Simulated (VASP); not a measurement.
# NbPO4 (F-43m) in VASP: a series of runs

The runs below take NbPO4 through single point, with PBE.

Everything below comes from runs of VASP 6.6.1. Logs are shortened: lines on timing, memory, paths and dates and some standing lists are left out, and cuts for length are marked.

## (1) The cell of the first run

It takes space group F-43m (No. 216, cubic). The conventional cell has a = 6.439 Å, b = 6.439 Å, c = 6.439 Å, α = 90.00°, β = 90.00°, γ = 90.00°. Nb (site symmetry -43m) has 12 O at 2.67 Å and 4 P at 2.79 Å within 3.5 Å. P (site symmetry -43m) has 12 O at 2.67 Å and 4 Nb at 2.79 Å within 3.5 Å. Within 3.0 Å of O (site symmetry 3m) lie 6 O at 2.27 to 2.28 Å and 3 P at 2.67 Å and 3 Nb at 2.67 Å.

The cell was generated, and may not be a known phase.

## (2) Single point, PBE

Input file INCAR:

```
ALGO = Normal ; EDIFF = 1E-6
ENCUT = 520 ; GGA = PE
ISIF = 2 ; ISMEAR = 0
LASPH = True ; LCHARG = True
LELF = True ; LREAL = False
LVHAR = True ; LWAVE = False
NBANDS = 30 ; NELM = 100
PREC = Accurate ; SIGMA = 0.1
```

Input file KPOINTS:

```
k-points
0
Gamma
  6 6 6
```

Input file POSCAR:

```
NbPO4
1.0
    0.0000000000      3.2197229600      3.2197229600
    3.2197229600      0.0000000000      3.2197229600
    3.2197229600      3.2197229600      0.0000000000
Nb P O
1 1 4
Direct
    0.0000000000      0.0000000000      0.0000000000
    0.7500000000      0.7500000000      0.7500000000
    0.8739951600      0.3753349500      0.3753349500
    0.3753349500      0.3753349500      0.3753349500
    0.3753349500      0.8739951600      0.3753349500
    0.3753349500      0.3753349500      0.8739951600
```

Potentials or basis: VASP PAW PBE potentials, release 64 (Nb_sv, P, O).

On the command line:

```console
$ cat potpaw_PBE.64/Nb_sv/POTCAR potpaw_PBE.64/P/POTCAR potpaw_PBE.64/O/POTCAR > POTCAR
$ mpirun -np 1 vasp_std > vasp.out
```

OUTCAR:

```text
EDIFF = 1E-6
   ENCUT = 520
   GGA = PE
   ISIF = 2
   ISMEAR = 0
   LASPH = True
   LREAL = False
   NELM = 100
   PREC = Accurate

 ion  position               nearest neighbor table
   1  0.000  0.000  0.000-   2 2.79   2 2.79   2 2.79   2 2.79
   2  0.750  0.750  0.750-   1 2.79   1 2.79   1 2.79   1 2.79
   3  0.874  0.375  0.375-
   4  0.375  0.375  0.375-
   5  0.375  0.874  0.375-
   6  0.375  0.375  0.874-

  LATTYP: Found a face centered cubic cell.
 ALAT       =     6.4394459200

  Lattice vectors:

 A1 = (   0.0000000000,   3.2197229600,   3.2197229600)
 A2 = (   3.2197229600,   0.0000000000,   3.2197229600)
 A3 = (   3.2197229600,   3.2197229600,   0.0000000000)

Analysis of symmetry for initial positions (statically):
=====================================================================
 Subroutine PRICEL returns:
 Original cell was already a primitive cell.

 Routine SETGRP: Setting up the symmetry group for a
 face centered cubic supercell.

 Subroutine GETGRP returns: Found 24 space group operations
 (whereof 24 operations were pure point group operations)
 out of a pool of 48 trial point group operations.

The static configuration has the point symmetry T_d .

Analysis of symmetry for dynamics (positions and initial velocities):
=====================================================================
 Subroutine PRICEL returns:
 Original cell was already a primitive cell.

 Routine SETGRP: Setting up the symmetry group for a
 face centered cubic supercell.

 Subroutine GETGRP returns: Found 24 space group operations
 (whereof 24 operations were pure point group operations)
 out of a pool of 48 trial point group operations.

The dynamic configuration has the point symmetry T_d .

 Subroutine INISYM returns: Found 24 space group operations
 (whereof 24 operations are pure point group operations),
 and found     1 'primitive' translations

----------------------------------------------------------------------------------------

                                     Primitive cell

  volume of cell :      66.7553

  direct lattice vectors                    reciprocal lattice vectors
     0.000000000  3.219722960  3.219722960    -0.155292864  0.155292864  0.155292864
     3.219722960  0.000000000  3.219722960     0.155292864 -0.155292864  0.155292864
     3.219722960  3.219722960  0.000000000     0.155292864  0.155292864 -0.155292864

  length of vectors
     4.553375877  4.553375877  4.553375877     0.268975131  0.268975131  0.268975131

  position of ions in fractional coordinates (direct lattice)
     0.000000000  0.000000000  0.000000000
     0.750000000  0.750000000  0.750000000
     0.873995160  0.375334950  0.375334950
     0.375334950  0.375334950  0.375334950
     0.375334950  0.873995160  0.375334950
     0.375334950  0.375334950  0.873995160

  ion indices of the primitive-cell ions
   primitive index   ion index
                 1           1
                 2           2
                 3           3
                 4           4
                 5           5
                 6           6

----------------------------------------------------------------------------------------

 KPOINTS: k-points

Automatic generation of k-mesh.
 Grid dimensions read from file:
 generate k-points for:    6    6    6

 Generating k-lattice:

  Cartesian coordinates                     Fractional coordinates (reciprocal lattice)
    -0.025882144  0.025882144  0.025882144     0.166666667  0.000000000  0.000000000
     0.025882144 -0.025882144  0.025882144     0.000000000  0.166666667  0.000000000
     0.025882144  0.025882144 -0.025882144     0.000000000  0.000000000  0.166666667

  Length of vectors
     0.044829188  0.044829188  0.044829188

  Shift w.r.t. Gamma in fractional coordinates (k-lattice)
     0.000000000  0.000000000  0.000000000

 Subroutine IBZKPT returns following result:
 ===========================================

 Found     16 irreducible k-points:

 Following reciprocal coordinates:
            Coordinates               Weight
  0.000000  0.000000  0.000000      1.000000
  0.166667  0.000000  0.000000      8.000000
  0.333333  0.000000  0.000000      8.000000
  0.500000  0.000000  0.000000      4.000000
  0.166667  0.166667  0.000000      6.000000
  0.333333  0.166667  0.000000     24.000000
[... 8 lines left out ...]
 -0.333333  0.333333  0.166667     24.000000
 -0.333333  0.500000  0.166667     12.000000
   k-points           NKPTS =     16   k-points in BZ     NKDIM =     16   number of bands    NBANDS=     30
   number of dos      NEDOS =    301   number of ions     NIONS =      6
   total plane-waves  NPLWV =  46656
   dimension x,y,z NGX =    36 NGY =   36 NGZ =   36
   dimension x,y,z NGXF=    72 NGYF=   72 NGZF=   72
   ions per type =               1   1   4
   NGX,Y,Z   is equivalent  to a cutoff of  13.14, 13.14, 13.14 a.u.
   NGXF,Y,Z  is equivalent  to a cutoff of  26.29, 26.29, 26.29 a.u.
 SYSTEM =  unknown system
   PREC   = accura    normal or accurate (medium, high low for compatibility)
   ISTART =      0    job   : 0-new  1-cont  2-samecut
   ICHARG =      2    charge: 1-file 2-atom 10-const
   ISPIN  =      1    spin polarized calculation?
   LNONCOLLINEAR =      F non collinear calculations
   LSORBIT =      F    spin-orbit coupling
   LASPH  =      T    aspherical Exc in radial PAW
   ENCUT  =  520.0 eV  38.22 Ry    6.18 a.u.   8.47  8.47  8.47*2*pi/ulx,y,z
   NELM   =    100;   NELMIN=  2; NELMDL= -5     # of ELM steps
   EDIFF  = 0.1E-05   stopping-criterion for ELM
   LREAL  =      F    real-space projection
   EDIFFG = 0.1E-04   stopping-criterion for IOM
   NSW    =      0    number of steps for IOM
   IBRION =     -1    ionic relax: 0-MD 1-quasi-New 2-CG
   NFREE  =      0    steps in history (QN), initial steepest desc. (CG)
   ISIF   =      2    stress and relaxation
   ISYM   =      2    0-nonsym 1-usesym 2-fastsym
   POTIM  = 0.5000    time-step for ionic-motion
   TEBEG  =    0.0;   TEEND  =   0.0 temperature during run
   PSTRESS=    0.0 pullay stress
   NELECT =      42.0000    total number of electrons
   NUPDOWN=      -1.0000    fix difference up-down
   EMIN   =  10.00;   EMAX   =-10.00  energy-range for DOS
   EFERMI =   0.00;   METHOD = LEGACY
   ISMEAR =     0;   SIGMA  =   0.10  broadening in eV -4-tet -1-fermi 0-gaus
   EFERMI_NEDOS =   21; number of points for ismear=-14 and -15
   IALGO  =     38    algorithm
   IMIX   =      4    mixing-type and parameters
     AMIX     =   0.40;   BMIX     =  1.00
     AMIX_MAG =   1.60;   BMIX_MAG =  1.00
  volume/ion in A,a.u.               =      11.13        75.08
  Fermi-wavevector in a.u.,A,eV,Ry     =   1.402801  2.650910 26.774236  1.967851
  Thomas-Fermi vector in A             =   2.525527
   LORBIT       =      0    0 simple, 1 ext, 2 COOP (PROOUT), +10 PAW based schemes
   GGA     = PE    functional components
   LHFCALC =     F    Hartree Fock is set to
   AEXX    =    0.0000 exact exchange contribution
   IVDW    =     0    specifies the selected vdW correction
   LEPSILON=     F    determine dielectric tensor
   LRPA    =     F    only Hartree local field effects (RPA)
 non-spin polarized calculation
 Gauss-broadening in eV      SIGMA  =   0.10
  energy-cutoff  :      520.00
  volume of cell :       66.76
 maximum number of plane-waves:      1820
 NGX is ok and might be reduce to    36
   NGX = 17   NGY = 17   NGZ = 17

 number of electron      41.9999997 magnetization

 Free energy of the ion-electron system (eV)
  ---------------------------------------------------
  ext. energy  EPLUGINS =         0.00000000
  ---------------------------------------------------
  free energy    TOTEN  =       -30.97819180 eV

  energy without entropy =      -30.93253331  energy(sigma->0) =      -30.95536255

 E-fermi :   6.3647     XC(G=0): -11.8077

 val. band max:        6.3454586738   @ k =   0.3333   0.3333   0.0000
 cond. band min:       6.3913288958   @ k =  -0.3333   0.5000   0.1667
 fundamental gap:      0.0458702219
 Fermi energy:         6.3646981334

 k-point     1 :       0.0000    0.0000    0.0000
  band No.  band energies     occupation
      1     -49.9719      2.00000
      2     -25.8679      2.00000
      3     -25.8679      2.00000
      4     -25.8679      2.00000
      5     -13.3631      2.00000
      6     -10.0911      2.00000
[... 22 lines left out ...]
     29       9.5721      0.00000
     30      13.3531      0.00000

 k-point     2 :       0.1667    0.0000    0.0000
  band No.  band energies     occupation
      1     -49.9718      2.00000
      2     -25.8734      2.00000
      3     -25.8686      2.00000
      4     -25.8686      2.00000
      5     -13.2136      2.00000
      6     -10.3247      2.00000
[... 22 lines left out ...]
     29       9.7145      0.00000
     30      13.9950      0.00000

 k-point     3 :       0.3333    0.0000    0.0000
  band No.  band energies     occupation
      1     -49.9715      2.00000
      2     -25.8843      2.00000
      3     -25.8698      2.00000
      4     -25.8698      2.00000
      5     -12.8284      2.00000
      6     -10.8692      2.00000
[... 22 lines left out ...]
     29       9.9555      0.00000
     30      13.7683      0.00000

 k-point     4 :       0.5000    0.0000    0.0000
  band No.  band energies     occupation
      1     -49.9713      2.00000
      2     -25.8897      2.00000
      3     -25.8705      2.00000
      4     -25.8705      2.00000
      5     -12.5356      2.00000
      6     -11.2377      2.00000
[... 22 lines left out ...]
     29      10.0625      0.00000
     30      13.3945      0.00000

 k-point     5 :       0.1667    0.1667    0.0000
  band No.  band energies     occupation
      1     -49.9717      2.00000
      2     -25.8731      2.00000
      3     -25.8698      2.00000
      4     -25.8698      2.00000
      5     -13.1635      2.00000
      6     -10.3913      2.00000
[... 22 lines left out ...]
     29       9.8687      0.00000
     30      14.1645      0.00000
[... 262 lines left out ...]
     29       9.8610      0.00000
     30      14.3608      0.00000

 k-point    14 :       0.5000    0.3333    0.1667
  band No.  band energies     occupation
      1     -49.9713      2.00000
      2     -25.8839      2.00000
      3     -25.8763      2.00000
      4     -25.8723      2.00000
      5     -12.5050      2.00000
      6     -11.2116      2.00000
[... 22 lines left out ...]
     29       9.8569      0.00000
     30      13.7403      0.00000

 k-point    15 :      -0.3333    0.3333    0.1667
  band No.  band energies     occupation
      1     -49.9712      2.00000
      2     -25.8846      2.00000
      3     -25.8788      2.00000
      4     -25.8735      2.00000
      5     -12.2127      2.00000
      6     -11.5228      2.00000
[... 22 lines left out ...]
     29       9.8596      0.00000
     30      13.3805      0.00000

 k-point    16 :      -0.3333    0.5000    0.1667
  band No.  band energies     occupation
      1     -49.9712      2.00000
      2     -25.8849      2.00000
      3     -25.8785      2.00000
      4     -25.8755      2.00000
      5     -11.9075      2.00000
      6     -11.8433      2.00000
[... 22 lines left out ...]
     29       9.8652      0.00000
     30      13.5418      0.00000

------------------------ aborting loop because EDIFF is reached ----------------------------------------

  FORCE on cell =-STRESS in cart. coord.  units (eV):
  Direction    XX          YY          ZZ          XY          YZ          ZX
  --------------------------------------------------------------------------------------
  -------------------------------------------------------------------------------------
  Total       -7.3323142     -7.3323142     -7.3323142     -0.0000000     -0.0000000     -0.0000000
  in kB     -175.9811441   -175.9811441   -175.9811441     -0.0000000     -0.0000000     -0.0000000
  external PRESSURE =    -175.9811441 kB  Pullay stress =       0.0000000 kB

 VOLUME and BASIS-vectors are now :
 -----------------------------------------------------------------------------
  energy-cutoff  :      520.00
  volume of cell :       66.76
      direct lattice vectors                 reciprocal lattice vectors
     0.000000000  3.219722960  3.219722960    -0.155292864  0.155292864  0.155292864
     3.219722960  0.000000000  3.219722960     0.155292864 -0.155292864  0.155292864
     3.219722960  3.219722960  0.000000000     0.155292864  0.155292864 -0.155292864

 POSITION                                       TOTAL-FORCE (eV/Angst)
 -----------------------------------------------------------------------------------
      0.00000      0.00000      0.00000        -0.000000     -0.000000     -0.000000
      4.82958      4.82958      4.82958        -0.000000     -0.000000     -0.000000
      2.41695      4.02250      4.02250        -0.291172      0.291172      0.291172
      2.41695      2.41695      2.41695        -0.291172     -0.291172     -0.291172
      4.02250      2.41695      4.02250         0.291172     -0.291172      0.291172
      4.02250      4.02250      2.41695         0.291172      0.291172     -0.291172
 -----------------------------------------------------------------------------------
    total drift:                               -0.000075     -0.000075     -0.000075

  FREE ENERGIE OF THE ION-ELECTRON SYSTEM (eV)
  ---------------------------------------------------
  free  energy   TOTEN  =       -30.9781917965 eV

  energy  without entropy=      -30.9325333093  energy(sigma->0) =      -30.95536255
```

Run time: 32 s. Hardware: 1 thread of AMD EPYC 9R45 (Zen 5), shared host; peak memory 0.18 GiB.

What came out:

- Free energy: -30.9782 eV
- Pressure: -17.6 GPa
- Largest force: 0.504 eV/Å
- Band gap on the k mesh: zero (bands 21 and 22 overlap by 0.44 eV)

Forces on the atoms (eV/Å):
```
Nb   0.000  0.000  0.000
P    0.000  0.000  0.000
O   -0.291  0.291  0.291
O   -0.291 -0.291 -0.291
O    0.291 -0.291  0.291
O    0.291  0.291 -0.291
```

Caveat: the cell stands under tension.

## (3) Single point, PBE, collinear spin, ferromagnetic start

This run uses another cell than the first one, of 9.90 Å³/atom.

Input file INCAR:

```
PREC = Accurate
ENCUT = 520
EDIFF = 1E-7
ISMEAR = 0
SIGMA = 0.1
LREAL = False
LASPH = True
NELM = 150
ALGO = Normal
ISIF = 2
LWAVE = False
LCHARG = True
ISPIN = 2
MAGMOM = 0.05 0.12 0.47 0.47 0.47 0.47
LORBIT = 11
LMAXMIX = 4
GGA = PE
LELF = True
LVHAR = True
NBANDS = 34
```

Input file KPOINTS:

```
regular mesh
0
Gamma
  6 6 6
```

Input file POSCAR:

```
NbPO4
1.0
    0.0000000000      3.0971015438      3.0971015438
    3.0971015438      0.0000000000      3.0971015438
    3.0971015438      3.0971015438      0.0000000000
Nb P O
1 1 4
Direct
    0.0000000000      0.0000000000      0.0000000000
    0.7500000000      0.7500000000      0.7500000000
    0.8792739115      0.3735753628      0.3735753628
    0.3735753628      0.3735753628      0.3735753628
    0.3735753628      0.8792739115      0.3735753628
    0.3735753628      0.3735753628      0.8792739115
```

Potentials or basis: VASP PAW PBE potentials, release 64 (Nb_sv, P, O).

On the command line:

```console
$ cat potpaw_PBE.64/Nb_sv/POTCAR potpaw_PBE.64/P/POTCAR potpaw_PBE.64/O/POTCAR > POTCAR
$ mpirun -np 1 vasp_std > vasp.out
```

It took 98 s on 1 thread of AMD EPYC 9R45 (Zen 5), shared host; peak memory 0.23 GiB.

The run converged. Its results:

- Free energy: -31.4751 eV
- Pressure: -1.6 GPa
- Largest force: 0.166 eV/Å
- Band gap on the k mesh: zero (filled and empty bands overlap)
- Net moment: 0.00 μB per cell
- Valence electrons inside the program's atomic spheres: Nb 10.23; P 2.33; O 4.76

Forces on the atoms (eV/Å):
```
Nb   0.000  0.000  0.000
P    0.000  0.000  0.000
O   -0.096  0.096  0.096
O   -0.096 -0.096 -0.096
O    0.096 -0.096  0.096
O    0.096  0.096 -0.096
```

Levels at points of the mesh, in eV from the Fermi level:
Spin up:
| k point | band 19 | band 20 | band 21 | band 22 | band 23 | band 24 |
| --- | --- | --- | --- | --- | --- | --- |
| (0.00, 0.00, 0.00) | -0.25 | -0.25 | -0.25 | 1.06 | 1.06 | 1.06 |
| (0.50, 0.00, 0.00) | -0.21 | 0.00 | 0.20 | 0.20 | 0.63 | 0.63 |
| (0.50, 0.50, 0.00) | -1.99 | -0.77 | -0.77 | -0.22 | 0.56 | 0.56 |
Spin down:
```csv
k point,band 17,band 18,band 19,band 20,band 21,band 22,band 23,band 24,band 25,band 26
"(0.00, 0.00, 0.00)",-1.05,-1.05,-0.25,-0.25,-0.25,1.06,1.06,1.06,2.77,2.77
"(0.50, 0.00, 0.00)",-3.00,-2.25,-0.21,0.00,0.20,0.20,0.63,0.63,1.72,2.12
"(0.50, 0.50, 0.00)",-2.82,-2.82,-1.99,-0.77,-0.77,-0.22,0.56,0.56,1.86,2.54
```

The gap in the log of VASP goes by the Fermi energy; the results here count the filled bands.